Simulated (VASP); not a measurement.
# FeCuSO (P4/nmm) in VASP: settings compared

The runs below take FeCuSO through single point, with PBE, PBE+D3(BJ).

All numbers are computed with VASP 6.6.1; they aren't measurements. Logs are shortened: lines on timing, memory, paths and dates and some standing lists are left out, and cuts for length are marked.

**1. The cell of the first run**

The structure is tetragonal, space group P4/nmm (No. 129). Conventional cell: a = 3.786 Å, b = 3.786 Å, c = 8.565 Å, α = 90.00°, β = 90.00°, γ = 90.00°. Within 3.1 Å of Cu (site symmetry -4m2) lie 4 S at 2.32 Å and 4 Cu at 2.68 Å. Within 3.1 Å of S (site symmetry 4mm) lie 4 Cu at 2.32 Å. Fe (site symmetry -4m2) has 4 O at 2.00 Å within 2.6 Å. O (site symmetry 4mm) has 4 Fe at 2.00 Å within 2.6 Å.

**2. Single point, PBE**

INCAR

```
SYSTEM = FeCuSO
PREC = Accurate ; ENCUT = 520
EDIFF = 1E-7 ; ISMEAR = -1
SIGMA = 0.1 ; LREAL = .False.
LASPH = .True. ; NELM = 80
ALGO = Normal ; ISIF = 2
LWAVE = .False. ; LCHARG = .False.
GGA = PE ; NBANDS = 41
```

KPOINTS

```
regular mesh
0
Gamma
  5 5 2
  0 0 0
```

POSCAR

```
FeCuSO
1.0
    3.7863880000      0.0000000000      0.0000000000
    0.0000000000      3.7863880000      0.0000000000
    0.0000000000      0.0000000000      8.5646720000
Cu S Fe O
2 2 2 2
Direct
    0.7500000000      0.2500000000      0.5000000000
    0.2500000000      0.7500000000      0.5000000000
    0.2500000000      0.2500000000      0.3442000000
    0.7500000000      0.7500000000      0.6558000000
    0.2500000000      0.7500000000      0.0000000000
    0.7500000000      0.2500000000      0.0000000000
    0.2500000000      0.2500000000      0.9256000000
    0.7500000000      0.7500000000      0.0744000000
```

Potentials or basis: VASP PAW PBE potentials, release 64 (Cu, S, Fe, O).

The run is started by

```
$ cat potpaw_PBE.64/Cu/POTCAR potpaw_PBE.64/S/POTCAR potpaw_PBE.64/Fe/POTCAR potpaw_PBE.64/O/POTCAR > POTCAR
$ mpirun -np 1 vasp_std > vasp.out
```

OUTCAR:

```text
SYSTEM = FeCuSO
   PREC = Accurate
   ENCUT = 520
   EDIFF = 1E-7
   ISMEAR = -1
   LREAL = .False.
   LASPH = .True.
   NELM = 80
   ISIF = 2
   GGA = PE

 ion  position               nearest neighbor table
   1  0.750  0.250  0.500-   3 2.32   4 2.32   4 2.32   3 2.32   2 2.68   2 2.68   2 2.68   2 2.68

   2  0.250  0.750  0.500-   3 2.32   4 2.32   3 2.32   4 2.32   1 2.68   1 2.68   1 2.68   1 2.68

   3  0.250  0.250  0.344-   1 2.32   2 2.32   2 2.32   1 2.32
   4  0.750  0.750  0.656-   1 2.32   2 2.32   1 2.32   2 2.32
   5  0.250  0.750  0.000-   7 2.00   8 2.00   7 2.00   8 2.00   6 2.68   6 2.68   6 2.68   6 2.68

   6  0.750  0.250  0.000-   7 2.00   8 2.00   8 2.00   7 2.00   5 2.68   5 2.68   5 2.68   5 2.68

   7  0.250  0.250  0.926-   5 2.00   6 2.00   5 2.00   6 2.00
   8  0.750  0.750  0.074-   5 2.00   6 2.00   6 2.00   5 2.00

  LATTYP: Found a simple tetragonal cell.
 ALAT       =     3.7863880000
 C/A-ratio  =     2.2619636445

  Lattice vectors:

 A1 = (   3.7863880000,   0.0000000000,   0.0000000000)
 A2 = (   0.0000000000,   3.7863880000,   0.0000000000)
 A3 = (   0.0000000000,   0.0000000000,   8.5646720000)

Analysis of symmetry for initial positions (statically):
=====================================================================
 Subroutine PRICEL returns:
 Original cell was already a primitive cell.

 Routine SETGRP: Setting up the symmetry group for a
 simple tetragonal supercell.

 Subroutine GETGRP returns: Found 16 space group operations
 (whereof  4 operations were pure point group operations)
 out of a pool of 16 trial point group operations.

The static configuration has the point symmetry C_2h.
 The point group associated with its full space group is D_4h.

Analysis of symmetry for dynamics (positions and initial velocities):
=====================================================================
 Subroutine PRICEL returns:
 Original cell was already a primitive cell.

 Routine SETGRP: Setting up the symmetry group for a
 simple tetragonal supercell.

 Subroutine GETGRP returns: Found 16 space group operations
 (whereof  4 operations were pure point group operations)
 out of a pool of 16 trial point group operations.

The dynamic configuration has the point symmetry C_2h.
 The point group associated with its full space group is D_4h.

 Subroutine INISYM returns: Found 16 space group operations
 (whereof  4 operations are pure point group operations),
 and found     1 'primitive' translations

----------------------------------------------------------------------------------------

                                     Primitive cell

  volume of cell :     122.7894

  direct lattice vectors                    reciprocal lattice vectors
     3.786388000  0.000000000  0.000000000     0.264103943  0.000000000  0.000000000
     0.000000000  3.786388000  0.000000000     0.000000000  0.264103943  0.000000000
     0.000000000  0.000000000  8.564672000     0.000000000  0.000000000  0.116758704

  length of vectors
     3.786388000  3.786388000  8.564672000     0.264103943  0.264103943  0.116758704

  position of ions in fractional coordinates (direct lattice)
     0.750000000  0.250000000  0.500000000
     0.250000000  0.750000000  0.500000000
     0.250000000  0.250000000  0.344200000
     0.750000000  0.750000000  0.655800000
     0.250000000  0.750000000  0.000000000
     0.750000000  0.250000000  0.000000000
     0.250000000  0.250000000  0.925600000
     0.750000000  0.750000000  0.074400000

  ion indices of the primitive-cell ions
   primitive index   ion index
                 1           1
                 2           2
                 3           3
                 4           4
                 5           5
                 6           6
                 7           7
                 8           8

----------------------------------------------------------------------------------------

 KPOINTS: regular mesh

Automatic generation of k-mesh.
 Grid dimensions read from file:
 generate k-points for:    5    5    2

 Generating k-lattice:

  Cartesian coordinates                     Fractional coordinates (reciprocal lattice)
     0.052820789  0.000000000  0.000000000     0.200000000  0.000000000  0.000000000
     0.000000000  0.052820789  0.000000000     0.000000000  0.200000000  0.000000000
     0.000000000  0.000000000  0.058379352     0.000000000  0.000000000  0.500000000

  Length of vectors
     0.052820789  0.052820789  0.058379352

  Shift w.r.t. Gamma in fractional coordinates (k-lattice)
     0.000000000  0.000000000  0.000000000

 Subroutine IBZKPT returns following result:
 ===========================================

 Found     12 irreducible k-points:

 Following reciprocal coordinates:
            Coordinates               Weight
  0.000000  0.000000  0.000000      1.000000
  0.200000  0.000000  0.000000      4.000000
  0.400000  0.000000  0.000000      4.000000
  0.200000  0.200000  0.000000      4.000000
  0.400000  0.200000  0.000000      8.000000
  0.400000  0.400000  0.000000      4.000000
  0.000000  0.000000  0.500000      1.000000
  0.200000  0.000000  0.500000      4.000000
  0.400000  0.000000  0.500000      4.000000
  0.200000  0.200000  0.500000      4.000000
  0.400000  0.200000  0.500000      8.000000
  0.400000  0.400000  0.500000      4.000000
   k-points           NKPTS =     12   k-points in BZ     NKDIM =     12   number of bands    NBANDS=     41
   number of dos      NEDOS =    301   number of ions     NIONS =      8
   total plane-waves  NPLWV =  50176
   dimension x,y,z NGX =    28 NGY =   28 NGZ =   64
   dimension x,y,z NGXF=    56 NGYF=   56 NGZF=  128
   ions per type =               2   2   2   2
   NGX,Y,Z   is equivalent  to a cutoff of  12.29, 12.29, 12.42 a.u.
   NGXF,Y,Z  is equivalent  to a cutoff of  24.59, 24.59, 24.85 a.u.
 SYSTEM =  FeCuSO
   PREC   = accura    normal or accurate (medium, high low for compatibility)
   ISTART =      0    job   : 0-new  1-cont  2-samecut
   ICHARG =      2    charge: 1-file 2-atom 10-const
   ISPIN  =      1    spin polarized calculation?
   LNONCOLLINEAR =      F non collinear calculations
   LSORBIT =      F    spin-orbit coupling
   LASPH  =      T    aspherical Exc in radial PAW
   ENCUT  =  520.0 eV  38.22 Ry    6.18 a.u.   7.04  7.04 15.92*2*pi/ulx,y,z
   NELM   =     80;   NELMIN=  2; NELMDL= -5     # of ELM steps
   EDIFF  = 0.1E-06   stopping-criterion for ELM
   LREAL  =      F    real-space projection
   EDIFFG = 0.1E-05   stopping-criterion for IOM
   NSW    =      0    number of steps for IOM
   IBRION =     -1    ionic relax: 0-MD 1-quasi-New 2-CG
   NFREE  =      0    steps in history (QN), initial steepest desc. (CG)
   ISIF   =      2    stress and relaxation
   ISYM   =      2    0-nonsym 1-usesym 2-fastsym
   POTIM  = 0.5000    time-step for ionic-motion
   TEBEG  =    0.0;   TEEND  =   0.0 temperature during run
   PSTRESS=    0.0 pullay stress
   NELECT =      62.0000    total number of electrons
   NUPDOWN=      -1.0000    fix difference up-down
   EMIN   =  10.00;   EMAX   =-10.00  energy-range for DOS
   EFERMI =   0.00;   METHOD = LEGACY
   ISMEAR =    -1;   SIGMA  =   0.10  broadening in eV -4-tet -1-fermi 0-gaus
   EFERMI_NEDOS =   21; number of points for ismear=-14 and -15
   IALGO  =     38    algorithm
   IMIX   =      4    mixing-type and parameters
     AMIX     =   0.40;   BMIX     =  1.00
     AMIX_MAG =   1.60;   BMIX_MAG =  1.00
  volume/ion in A,a.u.               =      15.35       103.58
  Fermi-wavevector in a.u.,A,eV,Ry     =   1.303622  2.463489 23.122159  1.699431
  Thomas-Fermi vector in A             =   2.434612
   LORBIT       =      0    0 simple, 1 ext, 2 COOP (PROOUT), +10 PAW based schemes
   GGA     = PE    functional components
   LHFCALC =     F    Hartree Fock is set to
   AEXX    =    0.0000 exact exchange contribution
   IVDW    =     0    specifies the selected vdW correction
   LEPSILON=     F    determine dielectric tensor
   LRPA    =     F    only Hartree local field effects (RPA)
 non-spin polarized calculation
  energy-cutoff  :      520.00
  volume of cell :      122.79
 maximum number of plane-waves:      3324
   NGX = 15   NGY = 15   NGZ = 31

 number of electron      61.9999987 magnetization

 Free energy of the ion-electron system (eV)
  ---------------------------------------------------
  ext. energy  EPLUGINS =         0.00000000
  ---------------------------------------------------
  free energy    TOTEN  =       -43.64436158 eV

  energy without entropy =      -43.22629516  energy(sigma->0) =      -43.43532837

 E-fermi :   3.7289     XC(G=0): -10.2529

 val. band max:        3.7012754559   @ k =   0.0000   0.0000   0.0000
 cond. band min:       3.7338905952   @ k =   0.4000   0.4000   0.5000
 fundamental gap:      0.0326151392
 Fermi energy:         3.7289408975

 k-point     1 :       0.0000    0.0000    0.0000
  band No.  band energies     occupation
      1     -16.1548      2.00000
      2     -15.4999      2.00000
      3      -9.8392      2.00000
      4      -8.8599      2.00000
      5      -1.9806      2.00000
      6      -1.9806      2.00000
[... 33 lines left out ...]
     40       8.8140      0.00000
     41       9.8979      0.00000

 k-point     2 :       0.2000    0.0000    0.0000
  band No.  band energies     occupation
      1     -16.0360      2.00000
      2     -15.4997      2.00000
      3      -9.6523      2.00000
      4      -8.8350      2.00000
      5      -2.2517      2.00000
      6      -2.1281      2.00000
[... 33 lines left out ...]
     40       9.1918      0.00000
     41      10.0782      0.00000

 k-point     3 :       0.4000    0.0000    0.0000
  band No.  band energies     occupation
      1     -15.7740      2.00000
      2     -15.5648      2.00000
      3      -9.2261      2.00000
      4      -8.8959      2.00000
      5      -2.6734      2.00000
      6      -2.6504      2.00000
[... 33 lines left out ...]
     40       9.5411      0.00000
     41      10.7209      0.00000

 k-point     4 :       0.2000    0.2000    0.0000
  band No.  band energies     occupation
      1     -15.9269      2.00000
      2     -15.4876      2.00000
      3      -9.4777      2.00000
      4      -8.7956      2.00000
      5      -2.5593      2.00000
      6      -2.5533      2.00000
[... 297 lines left out ...]
     40       9.9456      0.00000
     41      10.4968      0.00000

 k-point    11 :       0.4000    0.2000    0.5000
  band No.  band energies     occupation
      1     -15.6924      2.00000
      2     -15.5211      2.00000
      3      -9.0917      2.00000
      4      -8.8114      2.00000
      5      -2.9989      2.00000
      6      -2.9871      2.00000
[... 33 lines left out ...]
     40       9.6741      0.00000
     41      10.4320      0.00000

 k-point    12 :       0.4000    0.4000    0.5000
  band No.  band energies     occupation
      1     -15.5361      2.00000
      2     -15.4692      2.00000
      3      -8.8162      2.00000
      4      -8.7033      2.00000
      5      -3.4424      2.00000
      6      -3.4294      2.00000
[... 33 lines left out ...]
     40       9.2555      0.00000
     41      10.0911      0.00000

------------------------ aborting loop because EDIFF is reached ----------------------------------------

  FORCE on cell =-STRESS in cart. coord.  units (eV):
  Direction    XX          YY          ZZ          XY          YZ          ZX
  --------------------------------------------------------------------------------------
  -------------------------------------------------------------------------------------
  Total       -7.7341310     -7.7341310     -2.2127966      0.0000000     -0.0000000     -0.0000000
  in kB     -100.9162582   -100.9162582    -28.8729473      0.0000000     -0.0000000     -0.0000000
  external PRESSURE =     -76.9018212 kB  Pullay stress =       0.0000000 kB

 VOLUME and BASIS-vectors are now :
 -----------------------------------------------------------------------------
  energy-cutoff  :      520.00
  volume of cell :      122.79
      direct lattice vectors                 reciprocal lattice vectors
     3.786388000  0.000000000  0.000000000     0.264103943  0.000000000  0.000000000
     0.000000000  3.786388000  0.000000000     0.000000000  0.264103943  0.000000000
     0.000000000  0.000000000  8.564672000     0.000000000  0.000000000  0.116758704

 POSITION                                       TOTAL-FORCE (eV/Angst)
 -----------------------------------------------------------------------------------
      2.83979      0.94660      4.28234         0.000000     -0.000000      0.000000
      0.94660      2.83979      4.28234         0.000000     -0.000000      0.000000
      0.94660      0.94660      2.94796         0.000000      0.000000     -0.185538
      2.83979      2.83979      5.61671        -0.000000      0.000000      0.185538
      0.94660      2.83979      0.00000        -0.000000      0.000000      0.000000
      2.83979      0.94660      0.00000         0.000000      0.000000      0.000000
      0.94660      0.94660      7.92746         0.000000      0.000000      0.769329
      2.83979      2.83979      0.63721        -0.000000      0.000000     -0.769329
 -----------------------------------------------------------------------------------
    total drift:                                0.000000      0.000000     -0.000000

  FREE ENERGIE OF THE ION-ELECTRON SYSTEM (eV)
  ---------------------------------------------------
  free  energy   TOTEN  =       -43.6443615756 eV

  energy  without entropy=      -43.2262951617  energy(sigma->0) =      -43.43532837
```

It took 70 s on 1 thread of Intel Xeon Platinum 8488C (Sapphire Rapids), shared host; peak memory 0.24 GiB.

Results:

```yaml
Free_energy: -43.6444 eV
Pressure: -7.7 GPa
Largest_force: 0.769 eV/Å
Band_gap_on_the_k_mesh: zero (band 31 reaches 4.16 eV, above the bottom of band 32 at 3.47 eV)
```

Forces in eV/Å, atoms in the order of the input:
```
Cu   0.000  0.000  0.000
Cu   0.000  0.000  0.000
S    0.000  0.000 -0.186
S    0.000  0.000  0.186
Fe   0.000  0.000  0.000
Fe   0.000  0.000  0.000
O    0.000  0.000  0.769
O    0.000  0.000 -0.769
```

Stress tensor (GPa, compression positive):
```
-10.09   0.00   0.00
  0.00 -10.09   0.00
  0.00   0.00  -2.89
```

Caveat: the k points lie up to 0.37 Å⁻¹ apart; the run has no spin polarisation, though such a crystal can be magnetic; semilocal functionals often make such compounds metallic where correlation or magnetic order opens a gap, which also shifts bond lengths. With open d or f shells a metallic result of PBE can be an artefact of self-interaction; +U or a hybrid may open a gap.

(Continued in part 2 of 2.)
